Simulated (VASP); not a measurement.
# Ir (Fm-3m) in VASP: further runs

Runs on Ir. Level: PBEsol. Tasks: relaxation of cell and atoms.

Program: VASP 6.6.1. These are calculated values, not measurements. Logs are shortened: lines on timing, memory, paths and dates and some standing lists are left out, and cuts for length are marked.

**1. The cell of the first run**

Symmetry: Fm-3m, No. 225, cubic system. Conventional cell: a = 3.818 Å, b = 3.818 Å, c = 3.818 Å, α = 90.00°, β = 90.00°, γ = 90.00°. Ir (site symmetry m-3m) has 12 Ir at 2.70 Å within 3.6 Å.

**2. Relaxation of cell and atoms, PBEsol, target pressure 1 GPa, at which the enthalpy is minimised**

INCAR

```
ALGO = Normal
EDIFF = 1E-6
EDIFFG = -0.008
ENCUT = 600
GGA = PS
IBRION = 2
ISIF = 3
ISMEAR = 0
LASPH = True
LCHARG = False
LREAL = False
LWAVE = False
NELM = 100
NSW = 70
PREC = Accurate
PSTRESS = 10.0
SIGMA = 0.1
```

KPOINTS

```
k-points
0
Gamma
  18 18 18
```

POSCAR

```
Ir
1.0
    0.0000000000      1.9090345320      1.9090345320
    1.9090345320      0.0000000000      1.9090345320
    1.9090345320      1.9090345320      0.0000000000
Ir
1
Direct
    0.0000000000      0.0000000000      0.0000000000
```

Potentials or basis: VASP PAW PBE potentials, release 64 (Ir).

Command:

```console
cat potpaw_PBE.64/Ir/POTCAR > POTCAR
mpirun -np 1 vasp_std > vasp.out
```

OUTCAR:

```text
EDIFF = 1E-6
   EDIFFG = -0.008
   ENCUT = 600
   GGA = PS
   IBRION = 2
   ISIF = 3
   ISMEAR = 0
   LASPH = True
   LREAL = False
   NELM = 100
   NSW = 70
   PREC = Accurate
   PSTRESS = 10.0

 ion  position               nearest neighbor table
   1  0.000  0.000  0.000-

  LATTYP: Found a face centered cubic cell.
 ALAT       =     3.8180690640

  Lattice vectors:

 A1 = (   0.0000000000,   1.9090345320,   1.9090345320)
 A2 = (   1.9090345320,   0.0000000000,   1.9090345320)
 A3 = (   1.9090345320,   1.9090345320,   0.0000000000)

Analysis of symmetry for initial positions (statically):
=====================================================================
 Subroutine PRICEL returns:
 Original cell was already a primitive cell.

 Routine SETGRP: Setting up the symmetry group for a
 face centered cubic supercell.

 Subroutine GETGRP returns: Found 48 space group operations
 (whereof 48 operations were pure point group operations)
 out of a pool of 48 trial point group operations.

The static configuration has the point symmetry O_h .

Analysis of symmetry for dynamics (positions and initial velocities):
=====================================================================
 Subroutine PRICEL returns:
 Original cell was already a primitive cell.

 Routine SETGRP: Setting up the symmetry group for a
 face centered cubic supercell.

 Subroutine GETGRP returns: Found 48 space group operations
 (whereof 48 operations were pure point group operations)
 out of a pool of 48 trial point group operations.

The dynamic configuration has the point symmetry O_h .

 Subroutine INISYM returns: Found 48 space group operations
 (whereof 48 operations are pure point group operations),
 and found     1 'primitive' translations

----------------------------------------------------------------------------------------

                                     Primitive cell

  volume of cell :      13.9146

  direct lattice vectors                    reciprocal lattice vectors
     0.000000000  1.909034532  1.909034532    -0.261912496  0.261912496  0.261912496
     1.909034532  0.000000000  1.909034532     0.261912496 -0.261912496  0.261912496
     1.909034532  1.909034532  0.000000000     0.261912496  0.261912496 -0.261912496

  length of vectors
     2.699782526  2.699782526  2.699782526     0.453645751  0.453645751  0.453645751

  position of ions in fractional coordinates (direct lattice)
     0.000000000  0.000000000  0.000000000

  ion indices of the primitive-cell ions
   primitive index   ion index
                 1           1

[... 78 lines left out ...]
   ISYM   =      2    0-nonsym 1-usesym 2-fastsym
   POTIM  = 0.5000    time-step for ionic-motion
   TEBEG  =    0.0;   TEEND  =   0.0 temperature during run
   PSTRESS=   10.0 pullay stress
   NELECT =       9.0000    total number of electrons
   NUPDOWN=      -1.0000    fix difference up-down
   EMIN   =  10.00;   EMAX   =-10.00  energy-range for DOS
   EFERMI =   0.00;   METHOD = LEGACY
   ISMEAR =     0;   SIGMA  =   0.10  broadening in eV -4-tet -1-fermi 0-gaus
   EFERMI_NEDOS =   21; number of points for ismear=-14 and -15
   IALGO  =     38    algorithm
   IMIX   =      4    mixing-type and parameters
     AMIX     =   0.40;   BMIX     =  1.00
     AMIX_MAG =   1.60;   BMIX_MAG =  1.00
  volume/ion in A,a.u.               =      13.91        93.90
  Fermi-wavevector in a.u.,A,eV,Ry     =   1.415789  2.675453 27.272316  2.004459
  Thomas-Fermi vector in A             =   2.537191
   LORBIT       =      0    0 simple, 1 ext, 2 COOP (PROOUT), +10 PAW based schemes
   GGA     = PS    functional components
   LHFCALC =     F    Hartree Fock is set to
   AEXX    =    0.0000 exact exchange contribution
   IVDW    =     0    specifies the selected vdW correction
   LEPSILON=     F    determine dielectric tensor
   LRPA    =     F    only Hartree local field effects (RPA)
 conjugate gradient relaxation of ions
 non-spin polarized calculation
 Gauss-broadening in eV      SIGMA  =   0.10
  energy-cutoff  :      600.00
  volume of cell :       13.91
 maximum number of plane-waves:       483
 NGX is ok and might be reduce to    24
   NGX = 11   NGY = 11   NGZ = 11

--------------------------------------- Ionic step        1  -------------------------------------------

 number of electron       9.0000000 magnetization

 Free energy of the ion-electron system (eV)
  ---------------------------------------------------
  ext. energy  EPLUGINS =         0.00000000
  ---------------------------------------------------
  free energy    TOTEN  =        -9.82081952 eV

  energy without entropy =       -9.81588497  energy(sigma->0) =       -9.81835224

------------------------ aborting loop because EDIFF is reached ----------------------------------------

  FORCE on cell =-STRESS in cart. coord.  units (eV):
  Direction    XX          YY          ZZ          XY          YZ          ZX
  --------------------------------------------------------------------------------------
  -------------------------------------------------------------------------------------
  Total        0.4238042      0.4238042      0.4238042      0.0000000     -0.0000000     -0.0000000
  in kB       48.7982783     48.7982783     48.7982783      0.0000000     -0.0000000     -0.0000000
  external PRESSURE =      38.7982783 kB  Pullay stress =      10.0000000 kB
[... 24 lines left out ...]
--------------------------------------- Ionic step        2  -------------------------------------------

 number of electron       9.0000000 magnetization

 E-fermi :   9.7318     XC(G=0): -13.9154

 val. band max:        9.7276452825   @ k =   0.5000   0.2222   0.1111
 cond. band min:       9.7387478341   @ k =   0.3333   0.1111   0.0556
 fundamental gap:      0.0111025516
 Fermi energy:         9.7317681040

 k-point     1 :       0.0000    0.0000    0.0000
  band No.  band energies     occupation
      1      -1.1479      2.00000
      2       5.9830      2.00000
      3       5.9830      2.00000
      4       5.9830      2.00000
      5       8.5647      2.00000
      6       8.5647      2.00000
      7      24.0782      0.00000
      8      29.4622      0.00000
[... 289 lines left out ...]
--------------------------------------- Ionic step        3  -------------------------------------------

 number of electron       9.0000000 magnetization

 Free energy of the ion-electron system (eV)
  ---------------------------------------------------
  ext. energy  EPLUGINS =         0.00000000
  ---------------------------------------------------
  free energy    TOTEN  =        -9.82333098 eV

  energy without entropy =       -9.81830294  energy(sigma->0) =       -9.82081696

 E-fermi :  10.4008     XC(G=0): -14.1410

 val. band max:       10.3937316159   @ k =   0.5000   0.2222   0.1111
 cond. band min:      10.4104483748   @ k =   0.3333   0.1111   0.0556
 fundamental gap:      0.0167167589
 Fermi energy:        10.4008327155

 k-point     1 :       0.0000    0.0000    0.0000
  band No.  band energies     occupation
      1      -0.9004      2.00000
      2       6.4198      2.00000
      3       6.4198      2.00000
      4       6.4198      2.00000
      5       9.1647      2.00000
      6       9.1647      2.00000
      7      24.6686      0.00000
      8      30.2827      0.00000
[... 285 lines left out ...]
  energy  without entropy=       -9.8183029406  energy(sigma->0) =       -9.82081696

  enthalpy is  TOTEN    =        -9.7356230633 eV   P V=        0.0877079129

 reached required accuracy - stopping structural energy minimisation
```

OSZICAR:

```text
N       E                     dE             d eps       ncg     rms          rms(c)
DAV:   1     0.480834687913E+02    0.48083E+02   -0.49365E+03  3136   0.116E+03
DAV:   2    -0.974413207438E+01   -0.57828E+02   -0.55778E+02  3120   0.217E+02
[... 19 lines left out ...]
DAV:   1    -0.989718701201E+01   -0.95254E-01   -0.28598E+00  3360   0.280E+01    0.281E+00
DAV:   2    -0.983079869528E+01    0.66388E-01   -0.16791E-01  3432   0.572E+00    0.794E-01
DAV:   3    -0.982328349124E+01    0.75152E-02   -0.33559E-02  3752   0.234E+00    0.211E-01
DAV:   4    -0.982328981086E+01   -0.63196E-05   -0.40862E-04  4296   0.193E-01    0.663E-02
DAV:   5    -0.982332679691E+01   -0.36986E-04   -0.76254E-05  4368   0.756E-02    0.532E-03
DAV:   6    -0.982333098197E+01   -0.41851E-05   -0.21840E-06  4000   0.102E-02    0.674E-04
DAV:   7    -0.982333097616E+01    0.58099E-08   -0.21941E-08  1768   0.178E-03
   3 F= -.97356231E+01 E0= -.97331090E+01  d E =-.165173E-02
```

CONTCAR:

```text
Ir
   1.00000000000000
     0.0000000000000000    1.9153131383171724    1.9153131383171724
     1.9153131383171724   -0.0000000000000000    1.9153131383171724
     1.9153131383171724    1.9153131383171724   -0.0000000000000000
  Ir
     1
Direct
     0.0000000000000000    0.0000000000000000    0.0000000000000000

  0.00000000E+00  0.00000000E+00  0.00000000E+00
```

Wall time 58 s (1 thread of AMD EPYC 7R43 (Zen 3), shared host); peak memory 0.14 GiB.

Results:

| Item | Value |
| --- | --- |
| Free energy | -9.8233 eV |
| Relaxed volume | 14.05 Å³/atom |
| Relaxed cell | a = 2.709 Å, b = 2.709 Å, c = 2.709 Å, α = 60.00°, β = 60.00°, γ = 60.00° |
| Space group after relaxing (to 0.05 Å) | Fm-3m (No. 225) |
| Energy change on relaxing (the enthalpy is what falls) | -2.5 meV/atom |
| Ionic steps | 3 |
| Pressure after relaxing | 1.0 GPa |

Step by step:
```
step  energy change (eV)  largest force (eV/Å)  pressure (GPa)  volume (Å³)
   1              0.0000                0.0000            4.88        13.91
   2              0.0189                0.0000          -12.81        14.60
   3             -0.0025                0.0000            0.96        14.05
```

Final structure:
```
CELL_PARAMETERS angstrom
0.00000 1.91531 1.91531
1.91531 0.00000 1.91531
1.91531 1.91531 0.00000
ATOMIC_POSITIONS crystal
Ir 0.00000 0.00000 0.00000
```

Caveat: the cell is relaxed towards a set pressure, so the enthalpy falls and the energy may rise; the PAW data sets were made with another functional, which shifts forces and pressure a little; spin-orbit coupling is left out, which moves the levels of the heavy elements.

**3. Relaxation of cell and atoms, PBEsol, target pressure 4 GPa, at which the enthalpy is minimised**

INCAR

```
ALGO = Normal
EDIFF = 1E-7
EDIFFG = -0.008
ENCUT = 600
GGA = PS
IBRION = 2
ISIF = 3
ISMEAR = 0
LASPH = T
LCHARG = F
LREAL = F
LWAVE = F
NELM = 100
NSW = 70
PREC = Accurate
PSTRESS = 40.0
SIGMA = 0.1
```

KPOINTS is that of step 2.

POSCAR

```
Ir
1.0
    0.0000000000      1.9086617572      1.9086617572
    1.9086617572      0.0000000000      1.9086617572
    1.9086617572      1.9086617572      0.0000000000
Ir
1
Direct
    0.0000000000      0.0000000000      0.0000000000
```

Potentials or basis: VASP PAW PBE potentials, release 64 (Ir).

Command:

```console
cat potpaw_PBE.64/Ir/POTCAR > POTCAR
mpirun -np 1 vasp_std > vasp.out
```

OUTCAR:

```text
EDIFF = 1E-7
   EDIFFG = -0.008
   ENCUT = 600
   GGA = PS
   IBRION = 2
   ISIF = 3
   ISMEAR = 0
   LASPH = T
   LREAL = F
   NELM = 100
   NSW = 70
   PREC = Accurate
   PSTRESS = 40.0

 ion  position               nearest neighbor table
   1  0.000  0.000  0.000-

  LATTYP: Found a face centered cubic cell.
 ALAT       =     3.8173235144

  Lattice vectors:

 A1 = (   0.0000000000,   1.9086617572,   1.9086617572)
 A2 = (   1.9086617572,   0.0000000000,   1.9086617572)
 A3 = (   1.9086617572,   1.9086617572,   0.0000000000)

Analysis of symmetry for initial positions (statically):
=====================================================================
 Subroutine PRICEL returns:
 Original cell was already a primitive cell.

 Routine SETGRP: Setting up the symmetry group for a
 face centered cubic supercell.

 Subroutine GETGRP returns: Found 48 space group operations
 (whereof 48 operations were pure point group operations)
 out of a pool of 48 trial point group operations.

The static configuration has the point symmetry O_h .

[... 163 lines left out ...]

  FORCE on cell =-STRESS in cart. coord.  units (eV):
  Direction    XX          YY          ZZ          XY          YZ          ZX
  --------------------------------------------------------------------------------------
  -------------------------------------------------------------------------------------
  Total        0.4499221      0.4499221      0.4499221      0.0000000      0.0000000      0.0000000
  in kB       51.8359378     51.8359378     51.8359378      0.0000000      0.0000000      0.0000000
  external PRESSURE =      11.8359378 kB  Pullay stress =      40.0000000 kB
[... 61 lines left out ...]
--------------------------------------- Ionic step        3  -------------------------------------------

 number of electron       9.0000000 magnetization

 Free energy of the ion-electron system (eV)
  ---------------------------------------------------
  ext. energy  EPLUGINS =         0.00000000
  ---------------------------------------------------
  free energy    TOTEN  =        -9.82170354 eV

  energy without entropy =       -9.81674781  energy(sigma->0) =       -9.81922567

 E-fermi :  10.5354     XC(G=0): -14.1855

 val. band max:       10.5277300789   @ k =   0.5000   0.2222   0.1111
 cond. band min:      10.5456368695   @ k =   0.3333   0.1111   0.0556
 fundamental gap:      0.0179067906
 Fermi energy:        10.5354226521

 k-point     1 :       0.0000    0.0000    0.0000
  band No.  band energies     occupation
      1      -0.8499      2.00000
      2       6.5072      2.00000
      3       6.5072      2.00000
      4       6.5072      2.00000
      5       9.2854      2.00000
      6       9.2854      2.00000
      7      24.7861      0.00000
      8      30.4459      0.00000
[... 243 lines left out ...]
 k-point    24 :      -0.2222    0.0556    0.0000
  band No.  band energies     occupation
      1       1.3961      2.00000
      2       5.8210      2.00000
      3       6.9766      2.00000
      4       7.0713      2.00000
      5       8.9787      2.00000
      6       9.8637      2.00000
      7      24.6880      0.00000
      8      27.5306      0.00000

 [... further k-points ...]
[... 5 lines left out ...]
  --------------------------------------------------------------------------------------
  -------------------------------------------------------------------------------------
  Total        0.3485358      0.3485358      0.3485358      0.0000000     -0.0000000      0.0000000
  in kB       40.0404191     40.0404191     40.0404191      0.0000000     -0.0000000      0.0000000
  external PRESSURE =       0.0404191 kB  Pullay stress =      40.0000000 kB
[... 20 lines left out ...]
  energy  without entropy=       -9.8167478089  energy(sigma->0) =       -9.81922567

  enthalpy is  TOTEN    =        -9.4735195713 eV   P V=        0.3481839667

 reached required accuracy - stopping structural energy minimisation
```

It took 64 s on 1 thread of AMD EPYC 7R43 (Zen 3), shared host; peak memory 0.14 GiB.

Results:

```
Free energy                                            : -9.8217 eV
Relaxed volume                                         : 13.95 Å³/atom
Relaxed cell                                           : a = 2.702 Å, b = 2.702 Å, c = 2.702 Å, α = 60.00°, β = 60.00°, γ = 60.00°
Space group after relaxing (to 0.05 Å)                 : Fm-3m (No. 225)
Energy change on relaxing (the enthalpy is what falls) : -1.1 meV/atom
Ionic steps                                            : 3
Pressure after relaxing                                : 4.0 GPa
```

Step by step:
```tsv
step	energy change (eV)	largest force (eV/Å)	pressure (GPa)	volume (Å³)
1	0.0000	0.0000	5.18	13.91
2	-0.0028	0.0000	-0.76	14.11
3	-0.0011	0.0000	4.00	13.95
```

Final structure:
```yaml
crystal:
  lattice:
    - [0.00000, 1.91048, 1.91048]
    - [1.91048, 0.00000, 1.91048]
    - [1.91048, 1.91048, 0.00000]
  atoms:
    - { symbol: Ir, position: [0.00000, 0.00000, 0.00000] }
```

Caveat: the cell is relaxed towards a set pressure, so the enthalpy falls and the energy may rise; the PAW data sets were made with another functional, which shifts forces and pressure a little; spin-orbit coupling is left out, which moves the levels of the heavy elements.
